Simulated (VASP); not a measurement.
# CdSe (R3m) in VASP: a series of runs, part 2 of 2

VASP 6.6.1.

## 4. Single point, PBE

The input, INCAR:

```
PREC = Accurate ; ENCUT = 520
EDIFF = 1E-6 ; ISMEAR = 0
SIGMA = 0.05 ; LREAL = False
LASPH = True ; NELM = 80
ALGO = Normal ; ISIF = 2
LWAVE = False ; LCHARG = False
GGA = PE ; NBANDS = 16
```

The input, KPOINTS:

```
Automatic mesh
0
Gamma
  10 10 10
```

The input, POSCAR:

```
CdSe
1.0
    0.0000000000      3.0702711986      3.0702711986
    3.0702711986      0.0000000000      3.0702711986
    3.0702711986      3.0702711986      0.0000000000
Cd Se
1 1
Direct
    0.0000000000      0.0000000000      0.0000000000
    0.6653795856      0.7782068048      0.7782068048
```

Launch:

```bash
> cat potpaw_PBE.64/Cd/POTCAR potpaw_PBE.64/Se/POTCAR > POTCAR
> mpirun -np 1 vasp_std > vasp.out
```

It took 2.4 min on 1 thread of AMD EPYC 7R13, shared host; peak memory 0.23 GiB.

The run converged. Its results:

| Quantity | Value |
| --- | --- |
| Free energy | -5.1704 eV |
| Pressure | 4.1 GPa |
| Largest force | 2.620 eV/Å |
| Band gap on the k mesh | 0.53 eV, direct |

Forces on the atoms (eV/Å):
```
Cd   1.513 -1.513 -1.513
Se  -1.513  1.513  1.513
```

Stress tensor (GPa, compression positive):
```
 4.08 -5.02 -5.02
-5.02  4.08  5.02
-5.02  5.02  4.08
```

Levels at points of the mesh, in eV from the valence-band top:
```
           k point  band 7  band 8  band 9  band 10  band 11  band 12
(0.00, 0.00, 0.00)   -0.44    0.00    0.00     0.53     5.75     5.75
(0.50, 0.00, 0.00)   -4.84   -0.94   -0.94     2.72     6.59     6.59
(0.00, 0.50, 0.00)   -4.12   -1.09   -0.42     2.12     5.60     6.98
(0.50, 0.50, 0.00)   -4.06   -1.84   -1.78     2.86     3.75     8.80
```

Caveat: the cell differs from its parent crystal (all Se atoms moved +0.300 Å, as atom 2 towards its neighbour atom 1 (Cd) at 2.659 Å); forces of over 1 eV/Å act on the atoms, so gaps and moduli don't describe the material at rest.

## 5. Single point, PBE

The input, INCAR:

```
PREC = Accurate ; ENCUT = 520
EDIFF = 1E-6 ; ISMEAR = 0
SIGMA = 0.05 ; LREAL = F
LASPH = T ; NELM = 60
ALGO = Normal ; ISIF = 2
LWAVE = F ; LCHARG = F
GGA = PE ; NBANDS = 16
```

KPOINTS is that of step 4.

POSCAR, as its differences from that of step 4:

```diff
@@ -9,2 +9,2 @@
     0.0000000000      0.0000000000      0.0000000000
-    0.6653795856      0.7782068048      0.7782068048
+    0.8134653108      0.7288448964      0.7288448964
```

Potentials or basis: VASP PAW PBE potentials, release 64 (Cd, Se).

Launch:

```bash
> cat potpaw_PBE.64/Cd/POTCAR potpaw_PBE.64/Se/POTCAR > POTCAR
> mpirun -np 1 vasp_std > vasp.out
```

OUTCAR:

```text
PREC = Accurate
   ENCUT = 520
   EDIFF = 1E-6
   ISMEAR = 0
   LREAL = F
   LASPH = T
   NELM = 60
   ISIF = 2
   GGA = PE

 ion  position               nearest neighbor table
   1  0.000  0.000  0.000-   2 2.59   2 2.59   2 2.59   2 2.88
   2  0.813  0.729  0.729-   1 2.59   1 2.59   1 2.59   1 2.88

  LATTYP: Found a face centered cubic cell.
 ALAT       =     6.1405423972

  Lattice vectors:

 A1 = (   0.0000000000,   3.0702711986,   3.0702711986)
 A2 = (   3.0702711986,   0.0000000000,   3.0702711986)
 A3 = (   3.0702711986,   3.0702711986,   0.0000000000)

Analysis of symmetry for initial positions (statically):
=====================================================================
 Subroutine PRICEL returns:
 Original cell was already a primitive cell.

 Routine SETGRP: Setting up the symmetry group for a
 face centered cubic supercell.

 Subroutine GETGRP returns: Found  6 space group operations
 (whereof  6 operations were pure point group operations)
 out of a pool of 48 trial point group operations.

The static configuration has the point symmetry C_3v.

Analysis of symmetry for dynamics (positions and initial velocities):
=====================================================================
 Subroutine PRICEL returns:
 Original cell was already a primitive cell.

 Routine SETGRP: Setting up the symmetry group for a
 face centered cubic supercell.

 Subroutine GETGRP returns: Found  6 space group operations
 (whereof  6 operations were pure point group operations)
 out of a pool of 48 trial point group operations.

The dynamic configuration has the point symmetry C_3v.

 Subroutine INISYM returns: Found  6 space group operations
 (whereof  6 operations are pure point group operations),
 and found     1 'primitive' translations

[... 104 lines left out ...]
   PSTRESS=    0.0 pullay stress
   NELECT =      18.0000    total number of electrons
   NUPDOWN=      -1.0000    fix difference up-down
   EMIN   =  10.00;   EMAX   =-10.00  energy-range for DOS
   EFERMI =   0.00;   METHOD = LEGACY
   ISMEAR =     0;   SIGMA  =   0.05  broadening in eV -4-tet -1-fermi 0-gaus
   EFERMI_NEDOS =   21; number of points for ismear=-14 and -15
   IALGO  =     38    algorithm
   IMIX   =      4    mixing-type and parameters
     AMIX     =   0.40;   BMIX     =  1.00
     AMIX_MAG =   1.60;   BMIX_MAG =  1.00
  volume/ion in A,a.u.               =      28.94       195.31
  Fermi-wavevector in a.u.,A,eV,Ry     =   1.109121  2.095935 16.737199  1.230149
  Thomas-Fermi vector in A             =   2.245657
   LORBIT       =      0    0 simple, 1 ext, 2 COOP (PROOUT), +10 PAW based schemes
   GGA     = PE    functional components
   LHFCALC =     F    Hartree Fock is set to
   AEXX    =    0.0000 exact exchange contribution
   IVDW    =     0    specifies the selected vdW correction
   LEPSILON=     F    determine dielectric tensor
   LRPA    =     F    only Hartree local field effects (RPA)
 non-spin polarized calculation
 Gauss-broadening in eV      SIGMA  =   0.05
  energy-cutoff  :      520.00
  volume of cell :       57.88
 maximum number of plane-waves:      1588
   NGX = 17   NGY = 17   NGZ = 17

 number of electron      18.0000008 magnetization

 Free energy of the ion-electron system (eV)
  ---------------------------------------------------
  ext. energy  EPLUGINS =         0.00000000
  ---------------------------------------------------
  free energy    TOTEN  =        -5.40503351 eV

  energy without entropy =       -5.40503351  energy(sigma->0) =       -5.40503351

 E-fermi :   0.9907     XC(G=0):  -8.7568

 val. band max:        0.7690087564   @ k =   0.0000   0.0000   0.0000
 cond. band min:       1.3061687685   @ k =   0.0000   0.0000   0.0000
 fundamental gap:      0.5371600120
 Fermi energy:         0.9907068181

 k-point     1 :       0.0000    0.0000    0.0000
  band No.  band energies     occupation
      1     -11.7613      2.00000
      2      -7.2374      2.00000
      3      -7.2374      2.00000
      4      -7.0196      2.00000
      5      -6.8215      2.00000
      6      -6.8215      2.00000
[... 433 lines left out ...]
      3      -7.0298      2.00000
      4      -6.8171      2.00000
      5      -6.8096      2.00000
      6      -6.5415      2.00000
[... 8 lines left out ...]
     15      12.4359      0.00000
     16      12.4599      0.00000

 [... further k-points ...]
[... 5 lines left out ...]
  --------------------------------------------------------------------------------------
  -------------------------------------------------------------------------------------
  Total        0.8204491      0.8204491      0.8204491      0.5600028     -0.5600028      0.5600028
  in kB       22.7092091     22.7092091     22.7092091     15.5003155    -15.5003155     15.5003155
  external PRESSURE =      22.7092091 kB  Pullay stress =       0.0000000 kB

 VOLUME and BASIS-vectors are now :
 -----------------------------------------------------------------------------
  energy-cutoff  :      520.00
  volume of cell :       57.88
      direct lattice vectors                 reciprocal lattice vectors
     0.000000000  3.070271199  3.070271199    -0.162852063  0.162852063  0.162852063
     3.070271199  0.000000000  3.070271199     0.162852063 -0.162852063  0.162852063
     3.070271199  3.070271199  0.000000000     0.162852063  0.162852063 -0.162852063

 POSITION                                       TOTAL-FORCE (eV/Angst)
 -----------------------------------------------------------------------------------
      0.00000      0.00000      0.00000        -0.374111      0.374111      0.374111
      4.47550      4.73531      4.73531         0.374111     -0.374111     -0.374111
 -----------------------------------------------------------------------------------
    total drift:                               -0.000018      0.000020      0.000020

  FREE ENERGIE OF THE ION-ELECTRON SYSTEM (eV)
  ---------------------------------------------------
  free  energy   TOTEN  =        -5.4050335090 eV

  energy  without entropy=       -5.4050335090  energy(sigma->0) =       -5.40503351
```

stdout:

```text
POSCAR found type information on POSCAR CdSe
 POSCAR found :  2 types and       2 ions
 scaLAPACK will be used
 LDA part: xc-table for (Slater+PW92), standard interpolation
 POSCAR, INCAR and KPOINTS ok, starting setup
 FFT: planning ... GRIDC
 FFT: planning ... GRID_SOFT
 FFT: planning ... GRID
 WAVECAR not read
 entering main loop
```

Run time: 2.5 min. Hardware: 1 thread of AMD EPYC 7R13, shared host; peak memory 0.23 GiB.

What came out:

| Quantity | Value |
| --- | --- |
| Free energy | -5.4050 eV |
| Pressure | 2.3 GPa |
| Largest force | 0.648 eV/Å |
| Band gap on the k mesh | 0.54 eV, direct |

Forces in eV/Å, atoms in the order of the input:
```
Cd  -0.374  0.374  0.374
Se   0.374 -0.374 -0.374
```

Caveat: the cell differs from its parent crystal (all Se atoms moved -0.225 Å, as atom 2 towards its neighbour atom 1 (Cd) at 2.659 Å).

## 6. Single point, PBE

The input, INCAR:

```
SYSTEM = CdSe
ALGO = Normal ; EDIFF = 1E-6
ENCUT = 520 ; GGA = PE
ISIF = 2 ; ISMEAR = 0
LASPH = .True. ; LCHARG = .False.
LREAL = .False. ; LWAVE = .False.
NBANDS = 16 ; NELM = 60
PREC = Accurate ; SIGMA = 0.05
```

The input, KPOINTS:

```
k-points
0
Gamma
  10 10 10
  0 0 0
```

POSCAR, as its differences from that of step 5:

```diff
@@ -9,2 +9,2 @@
     0.0000000000      0.0000000000      0.0000000000
-    0.8134653108      0.7288448964      0.7288448964
+    0.6759571374      0.7746809542      0.7746809542
```

Potentials or basis: VASP PAW PBE potentials, release 64 (Cd, Se).

Launch:

```bash
> cat potpaw_PBE.64/Cd/POTCAR potpaw_PBE.64/Se/POTCAR > POTCAR
> mpirun -np 1 vasp_std > vasp.out
```

Wall time 2.6 min (1 thread of AMD EPYC 7R13, shared host); peak memory 0.23 GiB.

The run converged. Its results:

- Free energy: -5.2589 eV
- Pressure: 3.4 GPa
- Largest force: 2.114 eV/Å
- Band gap on the k mesh: 0.53 eV, direct

Forces on the atoms (eV/Å):
```
Cd   1.220 -1.220 -1.220
Se  -1.220  1.220  1.220
```

Stress tensor (GPa, compression positive):
```
 3.40 -4.09 -4.09
-4.09  3.40  4.09
-4.09  4.09  3.40
```

Levels at points of the mesh, in eV from the valence-band top:
```tsv
k point	band 5	band 6	band 7	band 8	band 9	band 10	band 11	band 12	band 13	band 14
(0.00, 0.00, 0.00)	-7.67	-7.67	-0.38	0.00	0.00	0.53	5.77	5.77	6.24	9.50
(0.50, 0.00, 0.00)	-7.69	-7.49	-4.78	-0.91	-0.91	2.68	6.57	6.57	7.45	9.75
(0.00, 0.50, 0.00)	-7.62	-7.37	-4.13	-1.05	-0.45	2.15	5.70	6.91	7.14	9.79
(0.50, 0.50, 0.00)	-7.62	-7.34	-4.05	-1.82	-1.79	2.92	3.74	8.84	9.72	10.35
```

Caveat: the cell differs from its parent crystal (all Se atoms moved +0.263 Å, as atom 2 towards its neighbour atom 1 (Cd) at 2.659 Å); forces of over 1 eV/Å act on the atoms, so gaps and moduli don't describe the material at rest.
